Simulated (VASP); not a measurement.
# Ni3Pt (Pm-3m) in VASP: further runs, part 3 of 3

VASP 6.6.1. Earlier steps stand in the parts before.

## (5) Single point, LDA (volume scaled by 0.94)

The input, INCAR:

```
PREC = Accurate
ENCUT = 520
EDIFF = 1E-6
ISMEAR = -1
SIGMA = 0.05
LREAL = F
LASPH = T
NELM = 80
ALGO = Normal
ISIF = 2
LWAVE = F
LCHARG = T
LELF = T
LVHAR = T
NBANDS = 28
```

The input, KPOINTS:

```
Automatic mesh
0
Gamma
  9 9 9
```

The input, POSCAR:

```
Ni3Pt
1.0
    3.5505752776      0.0000000000      0.0000000000
    0.0000000000      3.5505752776      0.0000000000
    0.0000000000      0.0000000000      3.5505752776
Ni Pt
3 1
Direct
    0.5000000000      0.0000000000      0.5000000000
    0.0000000000      0.5000000000      0.5000000000
    0.5000000000      0.5000000000      0.0000000000
    0.0000000000      0.0000000000      0.0000000000
```

Potentials or basis: VASP PAW LDA potentials, release 64 (Ni, Pt).

On the command line:

```bash
> cat potpaw_LDA.64/Ni/POTCAR potpaw_LDA.64/Pt/POTCAR > POTCAR
> mpirun -np 1 vasp_std > vasp.out
```

OUTCAR:

```text
PREC = Accurate
   ENCUT = 520
   EDIFF = 1E-6
   ISMEAR = -1
   LREAL = F
   LASPH = T
   NELM = 80
   ISIF = 2

 ion  position               nearest neighbor table
   1  0.500  0.000  0.500-   2 2.51   3 2.51   4 2.51   3 2.51   4 2.51   2 2.51   3 2.51   3 2.51
                             2 2.51   4 2.51   4 2.51   2 2.51
   2  0.000  0.500  0.500-   1 2.51   3 2.51   4 2.51   3 2.51   4 2.51   1 2.51   4 2.51   4 2.51
                             1 2.51   3 2.51   3 2.51   1 2.51
   3  0.500  0.500  0.000-   1 2.51   2 2.51   4 2.51   1 2.51   2 2.51   1 2.51   4 2.51   1 2.51
                             2 2.51   4 2.51   2 2.51   4 2.51
   4  0.000  0.000  0.000-   1 2.51   2 2.51   3 2.51   1 2.51   2 2.51   2 2.51   3 2.51   2 2.51
                             1 2.51   3 2.51   1 2.51   3 2.51

  LATTYP: Found a simple cubic cell.
 ALAT       =     3.5505752776

  Lattice vectors:

 A1 = (   3.5505752776,   0.0000000000,   0.0000000000)
 A2 = (   0.0000000000,   3.5505752776,   0.0000000000)
 A3 = (   0.0000000000,   0.0000000000,   3.5505752776)

Analysis of symmetry for initial positions (statically):
=====================================================================
 Subroutine PRICEL returns:
 Original cell was already a primitive cell.

 Routine SETGRP: Setting up the symmetry group for a
 simple cubic supercell.

 Subroutine GETGRP returns: Found 48 space group operations
 (whereof 48 operations were pure point group operations)
 out of a pool of 48 trial point group operations.

The static configuration has the point symmetry O_h .

Analysis of symmetry for dynamics (positions and initial velocities):
=====================================================================
 Subroutine PRICEL returns:
 Original cell was already a primitive cell.

 Routine SETGRP: Setting up the symmetry group for a
 simple cubic supercell.

 Subroutine GETGRP returns: Found 48 space group operations
 (whereof 48 operations were pure point group operations)
 out of a pool of 48 trial point group operations.

The dynamic configuration has the point symmetry O_h .

 Subroutine INISYM returns: Found 48 space group operations
 (whereof 48 operations are pure point group operations),
 and found     1 'primitive' translations

----------------------------------------------------------------------------------------

                                     Primitive cell

  volume of cell :      44.7606

  direct lattice vectors                    reciprocal lattice vectors
     3.550575278  0.000000000  0.000000000     0.281644500  0.000000000  0.000000000
     0.000000000  3.550575278  0.000000000     0.000000000  0.281644500  0.000000000
     0.000000000  0.000000000  3.550575278     0.000000000  0.000000000  0.281644500

  length of vectors
     3.550575278  3.550575278  3.550575278     0.281644500  0.281644500  0.281644500

  position of ions in fractional coordinates (direct lattice)
     0.500000000  0.000000000  0.500000000
     0.000000000  0.500000000  0.500000000
     0.500000000  0.500000000  0.000000000
     0.000000000  0.000000000  0.000000000

  ion indices of the primitive-cell ions
   primitive index   ion index
                 1           1
                 2           2
                 3           3
                 4           4

[... 23 lines left out ...]

 Found     35 irreducible k-points:

 Following reciprocal coordinates:
            Coordinates               Weight
  0.000000  0.000000  0.000000      1.000000
  0.111111  0.000000  0.000000      6.000000
  0.222222  0.000000  0.000000      6.000000
  0.333333  0.000000  0.000000      6.000000
  0.444444  0.000000  0.000000      6.000000
  0.111111  0.111111  0.000000     12.000000
[... 16 lines left out ...]
  0.333333  0.333333  0.111111     24.000000
  0.444444  0.333333  0.111111     48.000000
 [... further k-points ...]
   k-points           NKPTS =     35   k-points in BZ     NKDIM =     35   number of bands    NBANDS=     28
   number of dos      NEDOS =    301   number of ions     NIONS =      4
   total plane-waves  NPLWV =  21952
   dimension x,y,z NGX =    28 NGY =   28 NGZ =   28
   dimension x,y,z NGXF=    56 NGYF=   56 NGZF=   56
   ions per type =               3   1
   NGX,Y,Z   is equivalent  to a cutoff of  13.11, 13.11, 13.11 a.u.
   NGXF,Y,Z  is equivalent  to a cutoff of  26.22, 26.22, 26.22 a.u.
 SYSTEM =  unknown system
   PREC   = accura    normal or accurate (medium, high low for compatibility)
   ISTART =      0    job   : 0-new  1-cont  2-samecut
   ICHARG =      2    charge: 1-file 2-atom 10-const
   ISPIN  =      1    spin polarized calculation?
   LNONCOLLINEAR =      F non collinear calculations
   LSORBIT =      F    spin-orbit coupling
   LASPH  =      T    aspherical Exc in radial PAW
   ENCUT  =  520.0 eV  38.22 Ry    6.18 a.u.   6.60  6.60  6.60*2*pi/ulx,y,z
   NELM   =     80;   NELMIN=  2; NELMDL= -5     # of ELM steps
   EDIFF  = 0.1E-05   stopping-criterion for ELM
   LREAL  =      F    real-space projection
   EDIFFG = 0.1E-04   stopping-criterion for IOM
   NSW    =      0    number of steps for IOM
   IBRION =     -1    ionic relax: 0-MD 1-quasi-New 2-CG
   NFREE  =      0    steps in history (QN), initial steepest desc. (CG)
   ISIF   =      2    stress and relaxation
   ISYM   =      2    0-nonsym 1-usesym 2-fastsym
   POTIM  = 0.5000    time-step for ionic-motion
   TEBEG  =    0.0;   TEEND  =   0.0 temperature during run
   PSTRESS=    0.0 pullay stress
   NELECT =      40.0000    total number of electrons
   NUPDOWN=      -1.0000    fix difference up-down
   EMIN   =  10.00;   EMAX   =-10.00  energy-range for DOS
   EFERMI =   0.00;   METHOD = LEGACY
   ISMEAR =    -1;   SIGMA  =   0.05  broadening in eV -4-tet -1-fermi 0-gaus
   EFERMI_NEDOS =   21; number of points for ismear=-14 and -15
   IALGO  =     38    algorithm
   IMIX   =      4    mixing-type and parameters
     AMIX     =   0.40;   BMIX     =  1.00
     AMIX_MAG =   1.60;   BMIX_MAG =  1.00
  volume/ion in A,a.u.               =      11.19        75.51
  Fermi-wavevector in a.u.,A,eV,Ry     =   1.576871  2.979854 33.831178  2.486521
  Thomas-Fermi vector in A             =   2.677639
   LORBIT       =      0    0 simple, 1 ext, 2 COOP (PROOUT), +10 PAW based schemes
   GGA     = CA    functional components
   LHFCALC =     F    Hartree Fock is set to
   AEXX    =    0.0000 exact exchange contribution
   IVDW    =     0    specifies the selected vdW correction
   LEPSILON=     F    determine dielectric tensor
   LRPA    =     F    only Hartree local field effects (RPA)
 non-spin polarized calculation
  energy-cutoff  :      520.00
  volume of cell :       44.76
 maximum number of plane-waves:      1223
 NGX is ok and might be reduce to    28
   NGX = 13   NGY = 13   NGZ = 13

 number of electron      39.9999996 magnetization

 Free energy of the ion-electron system (eV)
  ---------------------------------------------------
  ext. energy  EPLUGINS =         0.00000000
  ---------------------------------------------------
  free energy    TOTEN  =       -27.46947342 eV

  energy without entropy =      -27.39344232  energy(sigma->0) =      -27.43145787

 E-fermi :  10.6946     XC(G=0): -14.0078

 val. band max:       10.6905570354   @ k =   0.2222   0.2222   0.0000
 cond. band min:      10.6951310890   @ k =   0.0000   0.0000   0.0000
 fundamental gap:      0.0045740535
 Fermi energy:        10.6946260222

 k-point     1 :       0.0000    0.0000    0.0000
  band No.  band energies     occupation
      1       0.8020      2.00000
      2       4.3000      2.00000
      3       4.3000      2.00000
      4       5.4087      2.00000
      5       5.4087      2.00000
      6       5.4087      2.00000
[... 733 lines left out ...]
     27      22.4589      0.00000
     28      23.2639      0.00000

 [... further k-points ...]

------------------------ aborting loop because EDIFF is reached ----------------------------------------

  FORCE on cell =-STRESS in cart. coord.  units (eV):
  Direction    XX          YY          ZZ          XY          YZ          ZX
  --------------------------------------------------------------------------------------
  -------------------------------------------------------------------------------------
  Total        0.4699793      0.4699793      0.4699793      0.0000000      0.0000000      0.0000000
  in kB       16.8226022     16.8226022     16.8226022      0.0000000      0.0000000      0.0000000
  external PRESSURE =      16.8226022 kB  Pullay stress =       0.0000000 kB

 VOLUME and BASIS-vectors are now :
 -----------------------------------------------------------------------------
  energy-cutoff  :      520.00
  volume of cell :       44.76
      direct lattice vectors                 reciprocal lattice vectors
     3.550575278  0.000000000  0.000000000     0.281644500  0.000000000  0.000000000
     0.000000000  3.550575278  0.000000000     0.000000000  0.281644500  0.000000000
     0.000000000  0.000000000  3.550575278     0.000000000  0.000000000  0.281644500

 POSITION                                       TOTAL-FORCE (eV/Angst)
 -----------------------------------------------------------------------------------
      1.77529      0.00000      1.77529         0.000000      0.000000      0.000000
      0.00000      1.77529      1.77529         0.000000      0.000000      0.000000
      1.77529      1.77529      0.00000         0.000000      0.000000      0.000000
      0.00000      0.00000      0.00000         0.000000      0.000000      0.000000
 -----------------------------------------------------------------------------------
    total drift:                                0.000000      0.000000      0.000000

  FREE ENERGIE OF THE ION-ELECTRON SYSTEM (eV)
  ---------------------------------------------------
  free  energy   TOTEN  =       -27.4694734227 eV

  energy  without entropy=      -27.3934423233  energy(sigma->0) =      -27.43145787
```

stdout:

```text
POSCAR found type information on POSCAR NiPt
 POSCAR found :  2 types and       4 ions
 scaLAPACK will be used
 LDA part: xc-table for (Slater(with rela. corr.)+CA(PZ))
 , standard interpolation
 POSCAR, INCAR and KPOINTS ok, starting setup
 FFT: planning ... GRIDC
 FFT: planning ... GRID_SOFT
 FFT: planning ... GRID
 WAVECAR not read
 entering main loop
```

Wall time 33 s (1 thread of Intel Xeon Platinum 8488C (Sapphire Rapids), shared host); peak memory 0.17 GiB.

Results:

* Free energy: -27.4695 eV
* Pressure: 1.7 GPa
* Band gap on the k mesh: zero (band 20 reaches 11.24 eV, above the bottom of band 21 at 10.45 eV)

Levels at points of the mesh, in eV from the Fermi level:
```tsv
k point	band 18	band 19	band 20	band 21	band 22	band 23
(0.00, 0.00, 0.00)	0.14	0.55	0.55	0.55	2.31	2.31
```

Caveat: the cell differs from its parent crystal (volume scaled by 0.94); spin-orbit coupling is left out, which moves the levels of the heavy elements.

## (6) Single point, LDA

This run uses another cell than the first one, of 11.90 Å³/atom, 1.316 times its volume.

The input, INCAR:

```
ALGO = Normal
EDIFF = 1E-6
ENCUT = 520
GGA = CA
ISIF = 2
ISMEAR = -1
LASPH = T
LCHARG = F
LREAL = F
LWAVE = F
NBANDS = 28
NELM = 80
PREC = Accurate
SIGMA = 0.05
```

The input, KPOINTS:

```
k-points
0
Gamma
  9 9 9
```

The input, POSCAR:

```
Ni3Pt
1.0
    3.6245667900      0.0000000000      0.0000000000
    0.0000000000      3.6245667900      0.0000000000
    0.0000000000      0.0000000000      3.6245667900
Ni Pt
3 1
Direct
    0.5000000000      0.0000000000      0.5000000000
    0.0000000000      0.5000000000      0.5000000000
    0.5000000000      0.5000000000      0.0000000000
    0.0000000000      0.0000000000      0.0000000000
```

Potentials or basis: VASP PAW LDA potentials, release 64 (Ni, Pt).

On the command line:

```bash
> cat potpaw_LDA.64/Ni/POTCAR potpaw_LDA.64/Pt/POTCAR > POTCAR
> mpirun -np 1 vasp_std > vasp.out
```

Run time: 45 s. Hardware: 1 thread of Intel Xeon Platinum 8488C (Sapphire Rapids), shared host; peak memory 0.16 GiB.

Results (log left out):

| Quantity | Value |
| --- | --- |
| Free energy | -27.3610 eV |
| Pressure | -12.9 GPa |
| Band gap on the k mesh | zero (band 20 reaches 10.15 eV, above the bottom of band 21 at 9.45 eV) |

Levels at points of the mesh, in eV from the Fermi level:
```csv
k point,band 16,band 17,band 18,band 19,band 20,band 21,band 22,band 23,band 24,band 25
"(0.00, 0.00, 0.00)",0.01,0.12,0.12,0.48,0.48,0.48,2.33,2.33,2.33,8.55
```

Caveat: spin-orbit coupling is left out, which moves the levels of the heavy elements. Spin polarisation is off, so any magnetic state and its effect on volume and gap are missing.

## (7) Overview

```tsv
cell	gap on the mesh (eV)	pressure (GPa)
a = 3.308 Å, 4 atoms	none	100.7
a = 3.393 Å, 4 atoms	none	54.5
a = 3.473 Å, 4 atoms	none	23.1
a = 3.551 Å, 4 atoms	none	1.7
a = 3.625 Å, 4 atoms	none	-12.9
```

Alike in all rows: task single point; level LDA; potentials or basis VASP PAW LDA potentials, release 64 (Ni, Pt); no spin polarisation; k mesh 9 × 9 × 9; cutoff (eV) 520; smearing fermi-dirac 0.05 eV.

Caveats: spin-orbit coupling is left out, which moves the levels of the heavy elements.

Total energies depend on the potentials used, so only differences within one code and one set of settings carry meaning.
